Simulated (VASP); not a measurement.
# AlCu (P4mm) in VASP: notebook

Runs on AlCu. Level: r2SCAN. Tasks: single point.

Everything below comes from runs of VASP 6.6.1. Logs are shortened: lines on timing, memory, paths and dates and some standing lists are left out, and cuts for length are marked.

### Step 1. The cell of the first run

It takes space group P4mm (No. 99, tetragonal). The conventional cell has a = 2.998 Å, b = 2.998 Å, c = 2.998 Å, α = 90.00°, β = 90.00°, γ = 90.00°. Within 3.2 Å of Al (site symmetry 4mm) lie 8 Cu at 2.43 to 2.79 Å and 6 Al at 3.00 Å. Within 3.2 Å of Cu (site symmetry 4mm) lie 8 Al at 2.43 to 2.79 Å and 6 Cu at 3.00 Å.

### Step 2. Single point, r2SCAN

Contents of POSCAR:

```
AlCu
1.0
    2.9975090000      0.0000000000      0.0000000000
    0.0000000000      2.9975090000      0.0000000000
    0.0000000000      0.0000000000      2.9975090000
Al Cu
1 1
Direct
   -0.1042532316      0.0000000000      0.0000000000
    0.5000000000      0.5000000000      0.5000000000
```

Contents of INCAR.step1:

```
SYSTEM = AlCu
PREC = Accurate ; ENCUT = 520
ISMEAR = 0 ; SIGMA = 0.15
LREAL = .FALSE. ; LASPH = .TRUE.
NELM = 60 ; NBANDS = 14
GGA = PE ; ALGO = Normal
EDIFF = 1E-4 ; LWAVE = .TRUE.
LCHARG = .FALSE.
```

Contents of INCAR.step2:

```
SYSTEM = AlCu
PREC = Accurate ; ENCUT = 520
EDIFF = 1E-6 ; ISMEAR = 0
SIGMA = 0.15 ; LREAL = .FALSE.
LASPH = .TRUE. ; NELM = 60
ALGO = Normal ; ISIF = 2
LWAVE = .FALSE. ; LCHARG = .FALSE.
METAGGA = R2SCAN ; LMIXTAU = .TRUE.
NBANDS = 14 ; ISTART = 1
```

Contents of KPOINTS:

```
regular mesh
0
G
  16 16 16
  0 0 0
```

Potentials or basis: VASP PAW PBE potentials, release 64 (Al, Cu).

On the command line:

```
$ cat potpaw_PBE.64/Al/POTCAR potpaw_PBE.64/Cu/POTCAR > POTCAR
$ cp INCAR.step1 INCAR
$ mpirun -np 1 vasp_std > vasp.out
$ cp INCAR.step2 INCAR
$ mpirun -np 1 vasp_std > vasp.out
```

OUTCAR:

```text
SYSTEM = AlCu
   PREC = Accurate
   ENCUT = 520
   EDIFF = 1E-6
   ISMEAR = 0
   LREAL = .FALSE.
   LASPH = .TRUE.
   NELM = 60
   ISIF = 2
   METAGGA = R2SCAN
   ISTART = 1

 ion  position               nearest neighbor table
   1  0.896  0.000  0.000-   2 2.43   2 2.43   2 2.43   2 2.43   2 2.79   2 2.79   2 2.79   2 2.79

   2  0.500  0.500  0.500-   1 2.43   1 2.43   1 2.43   1 2.43   1 2.79   1 2.79   1 2.79   1 2.79

  LATTYP: Found a simple cubic cell.
 ALAT       =     2.9975090000

  Lattice vectors:

 A1 = (   2.9975090000,   0.0000000000,   0.0000000000)
 A2 = (   0.0000000000,   2.9975090000,   0.0000000000)
 A3 = (   0.0000000000,   0.0000000000,   2.9975090000)

Analysis of symmetry for initial positions (statically):
=====================================================================
 Subroutine PRICEL returns:
 Original cell was already a primitive cell.

 Routine SETGRP: Setting up the symmetry group for a
 simple cubic supercell.

 Subroutine GETGRP returns: Found  8 space group operations
 (whereof  8 operations were pure point group operations)
 out of a pool of 48 trial point group operations.

The static configuration has the point symmetry C_4v.

Analysis of symmetry for dynamics (positions and initial velocities):
=====================================================================
 Subroutine PRICEL returns:
 Original cell was already a primitive cell.

 Routine SETGRP: Setting up the symmetry group for a
 simple cubic supercell.

 Subroutine GETGRP returns: Found  8 space group operations
 (whereof  8 operations were pure point group operations)
 out of a pool of 48 trial point group operations.

The dynamic configuration has the point symmetry C_4v.

 Subroutine INISYM returns: Found  8 space group operations
 (whereof  8 operations are pure point group operations),
 and found     1 'primitive' translations

----------------------------------------------------------------------------------------

                                     Primitive cell

  volume of cell :      26.9328

  direct lattice vectors                    reciprocal lattice vectors
     2.997509000  0.000000000  0.000000000     0.333610341  0.000000000  0.000000000
     0.000000000  2.997509000  0.000000000     0.000000000  0.333610341  0.000000000
     0.000000000  0.000000000  2.997509000     0.000000000  0.000000000  0.333610341

  length of vectors
     2.997509000  2.997509000  2.997509000     0.333610341  0.333610341  0.333610341

  position of ions in fractional coordinates (direct lattice)
     0.895746768  0.000000000  0.000000000
     0.500000000  0.500000000  0.500000000

  ion indices of the primitive-cell ions
   primitive index   ion index
                 1           1
                 2           2

----------------------------------------------------------------------------------------

 KPOINTS: regular mesh

Automatic generation of k-mesh.
 Grid dimensions read from file:
 generate k-points for:   16   16   16

 Generating k-lattice:

  Cartesian coordinates                     Fractional coordinates (reciprocal lattice)
     0.020850646  0.000000000  0.000000000     0.062500000  0.000000000  0.000000000
     0.000000000  0.020850646  0.000000000     0.000000000  0.062500000  0.000000000
     0.000000000  0.000000000  0.020850646     0.000000000  0.000000000  0.062500000

  Length of vectors
     0.020850646  0.020850646  0.020850646

  Shift w.r.t. Gamma in fractional coordinates (k-lattice)
     0.000000000  0.000000000  0.000000000

 Subroutine IBZKPT returns following result:
 ===========================================

 Found    405 irreducible k-points:

 Following reciprocal coordinates:
            Coordinates               Weight
  0.000000  0.000000  0.000000      1.000000
  0.062500  0.000000  0.000000      2.000000
  0.000000  0.062500  0.000000      4.000000
  0.125000  0.000000  0.000000      2.000000
  0.000000  0.125000  0.000000      4.000000
  0.187500  0.000000  0.000000      2.000000
[... 16 lines left out ...]
  0.187500  0.062500  0.000000      8.000000
  0.000000  0.187500  0.062500      8.000000
 [... further k-points ...]
   k-points           NKPTS =    405   k-points in BZ     NKDIM =    405   number of bands    NBANDS=     14
   number of dos      NEDOS =    301   number of ions     NIONS =      2
   total plane-waves  NPLWV =  13824
   dimension x,y,z NGX =    24 NGY =   24 NGZ =   24
   dimension x,y,z NGXF=    48 NGYF=   48 NGZF=   48
   ions per type =               1   1
   NGX,Y,Z   is equivalent  to a cutoff of  13.31, 13.31, 13.31 a.u.
   NGXF,Y,Z  is equivalent  to a cutoff of  26.62, 26.62, 26.62 a.u.
 SYSTEM =  AlCu
   PREC   = accura    normal or accurate (medium, high low for compatibility)
   ISTART =      1    job   : 0-new  1-cont  2-samecut
   ICHARG =      0    charge: 1-file 2-atom 10-const
   ISPIN  =      1    spin polarized calculation?
   LNONCOLLINEAR =      F non collinear calculations
   LSORBIT =      F    spin-orbit coupling
   LASPH  =      T    aspherical Exc in radial PAW
   ENCUT  =  520.0 eV  38.22 Ry    6.18 a.u.   5.57  5.57  5.57*2*pi/ulx,y,z
   NELM   =     60;   NELMIN=  2; NELMDL=  0     # of ELM steps
   EDIFF  = 0.1E-05   stopping-criterion for ELM
   LREAL  =      F    real-space projection
   EDIFFG = 0.1E-04   stopping-criterion for IOM
   NSW    =      0    number of steps for IOM
   IBRION =     -1    ionic relax: 0-MD 1-quasi-New 2-CG
   NFREE  =      0    steps in history (QN), initial steepest desc. (CG)
   ISIF   =      2    stress and relaxation
   ISYM   =      2    0-nonsym 1-usesym 2-fastsym
   POTIM  = 0.5000    time-step for ionic-motion
   TEBEG  =    0.0;   TEEND  =   0.0 temperature during run
   PSTRESS=    0.0 pullay stress
   NELECT =      14.0000    total number of electrons
   NUPDOWN=      -1.0000    fix difference up-down
   EMIN   =  10.00;   EMAX   =-10.00  energy-range for DOS
   EFERMI =   0.00;   METHOD = LEGACY
   ISMEAR =     0;   SIGMA  =   0.15  broadening in eV -4-tet -1-fermi 0-gaus
   EFERMI_NEDOS =   21; number of points for ismear=-14 and -15
   IALGO  =     38    algorithm
   IMIX   =      4    mixing-type and parameters
     AMIX     =   0.40;   BMIX     =  1.00
     AMIX_MAG =   1.60;   BMIX_MAG =  1.00
  volume/ion in A,a.u.               =      13.47        90.88
  Fermi-wavevector in a.u.,A,eV,Ry     =   1.316306  2.487459 23.574307  1.732663
  Thomas-Fermi vector in A             =   2.446428
   LORBIT       =      0    0 simple, 1 ext, 2 COOP (PROOUT), +10 PAW based schemes
   METAGGA = R2SCAN    functional components
   LHFCALC =     F    Hartree Fock is set to
   AEXX    =    0.0000 exact exchange contribution
   IVDW    =     0    specifies the selected vdW correction
   LEPSILON=     F    determine dielectric tensor
   LRPA    =     F    only Hartree local field effects (RPA)
 non-spin polarized calculation
 Gauss-broadening in eV      SIGMA  =   0.15
  energy-cutoff  :      520.00
  volume of cell :       26.93
 maximum number of plane-waves:       743
 NGX is ok and might be reduce to    24
   NGX = 11   NGY = 11   NGZ = 11

 number of electron      14.0000020 magnetization

 Free energy of the ion-electron system (eV)
  ---------------------------------------------------
  ext. energy  EPLUGINS =         0.00000000
  ---------------------------------------------------
  free energy    TOTEN  =       -17.69434832 eV

  energy without entropy =      -17.68793698  energy(sigma->0) =      -17.69114265

 E-fermi :   9.0147     XC(G=0): -12.4031

 val. band max:        9.0021056821   @ k =   0.2500   0.4375   0.4375
 cond. band min:       9.0187900185   @ k =   0.5000   0.5000   0.1250
 fundamental gap:      0.0166843364
 Fermi energy:         9.0146853252

 k-point     1 :       0.0000    0.0000    0.0000
  band No.  band energies     occupation
      1      -3.1089      2.00000
      2       3.7442      2.00000
      3       3.8151      2.00000
      4       4.8329      2.00000
      5       4.8964      2.00000
      6       4.8964      2.00000
      7      13.1050      0.00000
      8      13.1050      0.00000
      9      13.2448      0.00000
     10      15.5205      0.00000
     11      15.5311      0.00000
     12      19.7454      0.00000
     13      27.9554      0.00000
     14      27.9554      0.00000

 k-point     2 :       0.0625    0.0000    0.0000
  band No.  band energies     occupation
      1      -3.0399      2.00000
      2       3.7542      2.00000
      3       3.8177      2.00000
      4       4.8348      2.00000
      5       4.8781      2.00000
      6       4.8781      2.00000
      7      12.3044      0.00000
      8      13.1866      0.00000
      9      13.1866      0.00000
     10      15.5592      0.00000
     11      16.3669      0.00000
     12      19.9942      0.00000
     13      27.2346      0.00000
     14      27.2346      0.00000

 k-point     3 :       0.0000    0.0625    0.0000
  band No.  band energies     occupation
      1      -3.0391      2.00000
      2       3.7484      2.00000
      3       3.8243      2.00000
      4       4.8123      2.00000
      5       4.8785      2.00000
      6       4.8990      2.00000
      7      12.1736      0.00000
      8      13.1896      0.00000
      9      13.3962      0.00000
     10      15.5495      0.00000
     11      16.2572      0.00000
     12      20.0349      0.00000
     13      27.2975      0.00000
     14      27.4494      0.00000
[... 324 lines left out ...]
 k-point    23 :       0.1875    0.0625    0.0000
  band No.  band energies     occupation
      1      -2.4228      2.00000
      2       3.8073      2.00000
      3       3.8313      2.00000
      4       4.7305      2.00000
      5       4.7535      2.00000
      6       4.8321      2.00000
      7       9.3013      0.00688
      8      12.9170      0.00000
      9      13.9012      0.00000
     10      16.3552      0.00000
     11      18.7417      0.00000
     12      22.2548      0.00000
     13      23.6405      0.00000
     14      24.3956      0.00000

 k-point    24 :       0.0000    0.1875    0.0625
  band No.  band energies     occupation
      1      -2.4155      2.00000
      2       3.7499      2.00000
      3       3.8956      2.00000
      4       4.6517      2.00000
      5       4.7598      2.00000
      6       4.8960      2.00000
      7       9.2321      0.04038
      8      12.8737      0.00000
      9      14.2311      0.00000
     10      16.2159      0.00000
     11      18.5056      0.00000
     12      22.5159      0.00000
     13      23.4487      0.00000
     14      24.7249      0.00000

 [... further k-points ...]

------------------------ aborting loop because EDIFF is reached ----------------------------------------

  FORCE on cell =-STRESS in cart. coord.  units (eV):
  Direction    XX          YY          ZZ          XY          YZ          ZX
  --------------------------------------------------------------------------------------
  -------------------------------------------------------------------------------------
  Total       -0.4655774      0.0945179      0.0945179     -0.0000000      0.0000000     -0.0000000
  in kB      -27.6962533      5.6226787      5.6226787     -0.0000000      0.0000000     -0.0000000
  external PRESSURE =      -5.4836320 kB  Pullay stress =       0.0000000 kB

 VOLUME and BASIS-vectors are now :
 -----------------------------------------------------------------------------
  energy-cutoff  :      520.00
  volume of cell :       26.93
      direct lattice vectors                 reciprocal lattice vectors
     2.997509000  0.000000000  0.000000000     0.333610341  0.000000000  0.000000000
     0.000000000  2.997509000  0.000000000     0.000000000  0.333610341  0.000000000
     0.000000000  0.000000000  2.997509000     0.000000000  0.000000000  0.333610341

 POSITION                                       TOTAL-FORCE (eV/Angst)
 -----------------------------------------------------------------------------------
      2.68501      0.00000      0.00000         1.238841     -0.000000     -0.000000
      1.49875      1.49875      1.49875        -1.238841      0.000000      0.000000
 -----------------------------------------------------------------------------------
    total drift:                                0.003392      0.000000      0.000000

  FREE ENERGIE OF THE ION-ELECTRON SYSTEM (eV)
  ---------------------------------------------------
  free  energy   TOTEN  =       -17.6943483194 eV

  energy  without entropy=      -17.6879369771  energy(sigma->0) =      -17.69114265
```

It took 6.3 min on 1 thread of Intel Xeon 8259CL, shared host; peak memory 0.27 GiB.

What came out:

```yaml
Free_energy: -17.6943 eV
Pressure: -0.5 GPa
Largest_force: 1.239 eV/Å
Band_gap_on_the_k_mesh: zero (bands 7 and 8 overlap by 5.03 eV)
```

Forces in eV/Å, atoms in the order of the input:
```
Al   1.239  0.000  0.000
Cu  -1.239  0.000  0.000
```

Caveat: the cell differs from its parent crystal (all Al atoms moved +0.312 Å, as atom 1 towards its neighbour atom 1 (Al) at 2.998 Å); the PAW data sets were made with another functional, which shifts forces and pressure a little.

### Step 3. Single point, r2SCAN

POSCAR, as its differences from that of step 2:

```diff
@@ -8,3 +8,3 @@
 Direct
-   -0.1042532316      0.0000000000      0.0000000000
+   -0.0625519390      0.0000000000      0.0000000000
     0.5000000000      0.5000000000      0.5000000000
```

Contents of INCAR.step1:

```
  ALGO = Normal
  EDIFF = 1E-4
  ENCUT = 520
  GGA = PE
  ISMEAR = 0
  LASPH = T
  LCHARG = F
  LREAL = F
  LWAVE = T
  NBANDS = 14
  NELM = 60
  PREC = Accurate
  SIGMA = 0.15
```

Contents of INCAR.step2:

```
  ALGO = Normal
  EDIFF = 1E-6
  ENCUT = 520
  ISIF = 2
  ISMEAR = 0
  ISTART = 1
  LASPH = T
  LCHARG = F
  LMIXTAU = T
  LREAL = F
  LWAVE = F
  METAGGA = R2SCAN
  NBANDS = 14
  NELM = 60
  PREC = Accurate
  SIGMA = 0.15
```

Contents of KPOINTS:

```
k-points
0
Gamma
  16 16 16
```

Potentials or basis: VASP PAW PBE potentials, release 64 (Al, Cu).

On the command line:

```
$ cat potpaw_PBE.64/Al/POTCAR potpaw_PBE.64/Cu/POTCAR > POTCAR
$ cp INCAR.step1 INCAR
$ mpirun -np 1 vasp_std > vasp.out
$ cp INCAR.step2 INCAR
$ mpirun -np 1 vasp_std > vasp.out
```

OUTCAR:

```text
EDIFF = 1E-6
   ENCUT = 520
   ISIF = 2
   ISMEAR = 0
   ISTART = 1
   LASPH = T
   LREAL = F
   METAGGA = R2SCAN
   NELM = 60
   PREC = Accurate

 ion  position               nearest neighbor table
   1  0.937  0.000  0.000-   2 2.49   2 2.49   2 2.49   2 2.49   2 2.71   2 2.71   2 2.71   2 2.71

   2  0.500  0.500  0.500-   1 2.49   1 2.49   1 2.49   1 2.49   1 2.71   1 2.71   1 2.71   1 2.71

  LATTYP: Found a simple cubic cell.
 ALAT       =     2.9975090000

  Lattice vectors:

 A1 = (   2.9975090000,   0.0000000000,   0.0000000000)
 A2 = (   0.0000000000,   2.9975090000,   0.0000000000)
 A3 = (   0.0000000000,   0.0000000000,   2.9975090000)

Analysis of symmetry for initial positions (statically):
=====================================================================
 Subroutine PRICEL returns:
 Original cell was already a primitive cell.

 Routine SETGRP: Setting up the symmetry group for a
 simple cubic supercell.

 Subroutine GETGRP returns: Found  8 space group operations
 (whereof  8 operations were pure point group operations)
 out of a pool of 48 trial point group operations.

[... 175 lines left out ...]
      4       4.9358      2.00000
      5       4.9584      2.00000
      6       4.9584      2.00000
      7      13.1165      0.00000
      8      13.1165      0.00000
      9      13.1696      0.00000
     10      15.4979      0.00000
     11      15.4999      0.00000
     12      19.9650      0.00000
     13      28.1966      0.00000
     14      28.1969      0.00000
[... 377 lines left out ...]
      1      -2.4100      2.00000
      2       3.8425      2.00000
      3       3.9555      2.00000
      4       4.7588      2.00000
      5       4.8155      2.00000
      6       4.9581      2.00000
      7       9.2451      0.06304
      8      12.9047      0.00000
      9      14.0524      0.00000
     10      16.2750      0.00000
     11      18.5975      0.00000
     12      22.7442      0.00000
     13      23.4443      0.00000
     14      24.5865      0.00000

 [... further k-points ...]

------------------------ aborting loop because EDIFF is reached ----------------------------------------

  FORCE on cell =-STRESS in cart. coord.  units (eV):
  Direction    XX          YY          ZZ          XY          YZ          ZX
  --------------------------------------------------------------------------------------
  -------------------------------------------------------------------------------------
  Total       -0.6857697     -0.4876208     -0.4876208      0.0000000      0.0000000      0.0000000
  in kB      -40.7950421    -29.0075696    -29.0075696      0.0000000      0.0000000      0.0000000
  external PRESSURE =     -32.9367271 kB  Pullay stress =       0.0000000 kB

 VOLUME and BASIS-vectors are now :
 -----------------------------------------------------------------------------
  energy-cutoff  :      520.00
  volume of cell :       26.93
      direct lattice vectors                 reciprocal lattice vectors
     2.997509000  0.000000000  0.000000000     0.333610341  0.000000000  0.000000000
     0.000000000  2.997509000  0.000000000     0.000000000  0.333610341  0.000000000
     0.000000000  0.000000000  2.997509000     0.000000000  0.000000000  0.333610341

 POSITION                                       TOTAL-FORCE (eV/Angst)
 -----------------------------------------------------------------------------------
      2.81001      0.00000      0.00000         0.747451     -0.000000      0.000000
      1.49875      1.49875      1.49875        -0.747451      0.000000     -0.000000
 -----------------------------------------------------------------------------------
    total drift:                                0.002137      0.000000      0.000000

  FREE ENERGIE OF THE ION-ELECTRON SYSTEM (eV)
  ---------------------------------------------------
  free  energy   TOTEN  =       -17.8188061293 eV

  energy  without entropy=      -17.8124070953  energy(sigma->0) =      -17.81560661
```

OUTCAR.step1:

```text
EDIFF = 1E-4
   ENCUT = 520
   GGA = PE
   ISMEAR = 0
   LASPH = T
[... 630 lines left out ...]
 -----------------------------------------------------------------------------------
      2.81001      0.00000      0.00000         0.730373     -0.000000      0.000000
      1.49875      1.49875      1.49875        -0.730373      0.000000     -0.000000
 -----------------------------------------------------------------------------------
    total drift:                                0.000447      0.000000      0.000000

  FREE ENERGIE OF THE ION-ELECTRON SYSTEM (eV)
  ---------------------------------------------------
  free  energy   TOTEN  =        -7.6951768565 eV

  energy  without entropy=       -7.6882467217  energy(sigma->0) =       -7.69171179
```

It took 6.5 min on 1 thread of Intel Xeon 8259CL, shared host; peak memory 0.27 GiB.

Results:

```yaml
Free_energy: -17.8188 eV
Pressure: -3.3 GPa
Largest_force: 0.747 eV/Å
Band_gap_on_the_k_mesh: zero (bands 7 and 8 overlap by 4.98 eV)
```

Forces on the atoms (eV/Å):
```
Al   0.747  0.000  0.000
Cu  -0.747  0.000  0.000
```

Levels at points of the mesh, in eV from the Fermi level:
```tsv
k point	band 5	band 6	band 7	band 8	band 9	band 10
(0.00, 0.00, 0.00)	-4.09	-4.09	4.07	4.07	4.12	6.45
(0.50, 0.00, 0.00)	-4.53	-4.06	-3.35	7.50	8.21	8.21
(0.00, 0.50, 0.00)	-4.52	-4.04	-3.38	7.48	8.46	8.60
(0.50, 0.50, 0.00)	-4.05	-3.95	-3.75	-0.87	-0.09	10.95
(0.00, 0.50, 0.50)	-3.92	-3.92	-3.76	-0.91	-0.08	11.01
(0.50, 0.50, 0.50)	-3.73	0.54	0.54	0.72	1.92	2.35
```

Caveat: the cell differs from its parent crystal (all Al atoms moved +0.188 Å, as atom 1 towards its neighbour atom 1 (Al) at 2.998 Å); the cell stands under tension; the PAW data sets were made with another functional, which shifts forces and pressure a little.
